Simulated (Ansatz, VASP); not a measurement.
# NaP2 in VASP and in Ansatz

```xyz
6
Lattice="5.2191 -2.1632 0.0000 5.2191 2.1632 0.0000 0.0000 0.0000 4.8740" Properties=species:S:1:pos:R:3 pbc="T T T"
Na    5.2191    1.0820    0.7576
Na    5.2191   -1.0820    3.1946
P     2.2061    1.0817    0.7077
P     8.2321    1.0817    0.7077
P     8.2321   -1.0817    3.1447
P     2.2061   -1.0817    3.1447
```

Alike in both runs: functional PBE; k mesh 4 × 4 × 4; occupations gaussian, width 0.1 eV; no spin polarisation.

Ansatz relaxed the structure, and its values are those at the end. VASP's run is a single point on that final structure, the one shown.

```csv
,VASP,Ansatz
version,VASP 6.6.1,Ansatz 0.2.0
potentials or method,"VASP PAW PBE potentials, release 64 (Na_pv, P), cutoff 520 eV","scalar-relativistic, plane waves, PAW"
valence electrons in the cell,34,38
```

Ansatz gave:

| Property | Result |
| --- | --- |
| gap on the k mesh at the Fermi level (eV) | none |
| pressure (GPa) | -0.1 |
| rms of the force components (eV/Å) | 0.003 |

Problem. Which values does VASP return?

Solution. gap on the k mesh at the Fermi level (eV): none; pressure (GPa): -0.2; rms of the force components (eV/Å): 0.011.

A gap of «none» marks a metal or a gap that the smearing closes. With one functional, cell and mesh, what is left measures potentials, basis and numerics. VASP's potentials hold 34 valence electrons a cell and Ansatz's 38, so a difference there can come from the potentials and not from the codes.

The k mesh is coarse, so the values compare programs but aren't converged.
